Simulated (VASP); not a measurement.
Input of a VASP 6.6.1 run:

The input POSCAR:

```
GaN
1.0
    3.1346402780      0.0000000000      0.0000000000
   -1.5673201390      2.7146781125      0.0000000000
    0.0000000000      0.0000000000      5.1049134321
Ga N
2 2
Direct
    0.3333333333      0.6666666667     -0.0008202401
    0.6666666667      0.3333333333      0.4991797599
    0.3333333333      0.6666666667      0.3758202401
    0.6666666667      0.3333333333      0.8758202401
```

INCAR.step1

```
SYSTEM = GaN
PREC = Accurate
ENCUT = 520
ISMEAR = 0
SIGMA = 0.01
LREAL = .FALSE.
LASPH = .TRUE.
NELM = 60
NBANDS = 26
GGA = PE
ALGO = Normal
EDIFF = 1E-4
LWAVE = .TRUE.
LCHARG = .FALSE.
```

The input INCAR.step2:

```
SYSTEM = GaN
PREC = Accurate
ENCUT = 520
EDIFF = 1E-6
ISMEAR = 0
SIGMA = 0.01
LREAL = .FALSE.
LASPH = .TRUE.
NELM = 60
ALGO = Normal
ISIF = 2
LWAVE = .FALSE.
LCHARG = .FALSE.
METAGGA = R2SCAN
LMIXTAU = .TRUE.
NBANDS = 26
ISTART = 1
```

Contents of KPOINTS:

```
regular mesh
0
G
  8 8 4
  0 0 0
```

Potentials or basis: VASP PAW PBE potentials, release 64 (Ga_d, N).

Command:

```bash
$ cat potpaw_PBE.64/Ga_d/POTCAR potpaw_PBE.64/N/POTCAR > POTCAR
$ cp INCAR.step1 INCAR
$ mpirun -np 1 vasp_std > vasp.out
$ cp INCAR.step2 INCAR
$ mpirun -np 1 vasp_std > vasp.out
```

Question: What does it give for the largest force?

Answer: 0.004 eV/Å.

Question: Estimate the pressure.

Answer: 11.2 GPa.

Question: Predict the band gap on the k mesh.

Answer: 2.66 eV, direct.

Forces in eV/Å, atoms in the order of the input:
```
Ga   0.000  0.000  0.004
Ga   0.000  0.000  0.004
N    0.000  0.000 -0.004
N    0.000  0.000 -0.004
```

Caveat: the PAW data sets were made with another functional, which shifts forces and pressure a little. r2SCAN opens gaps a little over a GGA but as a rule still falls short of measured ones.
